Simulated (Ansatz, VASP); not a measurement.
LaLu2N3: VASP beside Ansatz

```
La Lu N
1.0
    -2.88446    2.88446    3.43386
     2.88446   -2.88446    3.43386
     2.88446    2.88446   -3.43386
La Lu N
1 2 3
Direct
  0.50000 0.50000 0.00000
  0.50000 0.00000 0.50000
  0.00000 0.50000 0.50000
  0.00000 0.00000 0.00000
  0.75000 0.25000 0.50000
  0.25000 0.75000 0.50000
```

Alike in both runs: task relaxation of cell and atoms; functional PBE; k mesh 4 × 4 × 4; occupations gaussian, width 0.1 eV; no spin polarisation.

|  | VASP | Ansatz |
| --- | --- | --- |
| version | VASP 6.6.1 | Ansatz 0.2.0 |
| potentials or method | VASP PAW PBE potentials, release 64 (La, Lu, N), cutoff 600 eV | scalar-relativistic, plane waves, PAW |
| valence electrons in the cell | 76 | 76 |

|  | VASP | Ansatz | Ansatz less VASP |
| --- | --- | --- | --- |
| gap on the k mesh at the Fermi level, each at its own relaxed structure (eV) | none | none | - |
| relaxed volume (Å³/atom) | 21.41 | 21.22 | -0.187 |
| relaxed cell length with the largest relative difference (Å) | 5.702 | 5.683 | -0.0190 |

A gap of «none» marks a metal or a gap that the smearing closes.

The k mesh is coarse, so the values compare programs but aren't converged. Spin-orbit coupling is off throughout.
